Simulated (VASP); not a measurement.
Here is a VASP 6.6.1 calculation.

File INCAR:

```
SYSTEM = TiO2
ALGO     = Normal         ! electronic algorithm
EDIFF    = 1E-6           ! SCF threshold, eV
ENCUT    = 520            ! plane-wave cutoff, eV
GGA      = PE             ! functional
ISIF     = 2              ! what is computed and relaxed
ISMEAR   = 0              ! smearing method
LASPH    = .True.         ! aspherical terms in the spheres
LCHARG   = .True.         ! write CHGCAR
LELF     = .True.         ! ELF
LREAL    = .False.        ! projectors in reciprocal space
LVHAR    = .True.       
LWAVE    = .False.        ! write WAVECAR
NBANDS   = 60             ! bands
NELM     = 60             ! most SCF steps
PREC     = Accurate       ! precision mode
SIGMA    = 0.02           ! smearing width, eV
```

File KPOINTS:

```
k-points
0
Gamma
  8 8 8
  0 0 0
```

The input POSCAR:

```
TiO2
1.0
   -4.3507577183      4.3507577183      1.8875555959
    4.3507577183     -4.3507577183      1.8875555959
    4.3507577183      4.3507577183     -1.8875555959
Ti O
4 8
Direct
    0.2922817000      0.0028552500      0.2951369500
    0.0028552500      0.7077183000      0.7105735400
    0.9971447500      0.2922817000      0.2894264600
    0.7077183000      0.9971447500      0.7048630500
    0.4988638200      0.1507847200      0.6496485400
    0.1616620100      0.8403974000      0.0020594200
    0.1507847100      0.5011361800      0.6519208900
    0.1596025900      0.1616620100      0.3212646100
    0.8403974000      0.8383379900      0.6787353900
    0.8492152800      0.4988638200      0.3480791100
    0.8383379900      0.1596025900      0.9979405800
    0.5011361800      0.8492152900      0.3503514600
```

Potentials or basis: VASP PAW PBE potentials, release 64 (Ti_sv, O).

Launch:

```bash
$ cat potpaw_PBE.64/Ti_sv/POTCAR potpaw_PBE.64/O/POTCAR > POTCAR
$ mpirun -np 1 vasp_std > vasp.out
```

(1) What does it give for the band gap on the k mesh?

(2) What does it give for the pressure?

Results:

(1) 1.62 eV (least direct gap 2.31 eV).

(2) 3.8 GPa.

Caveat: the cell stands under pressure.
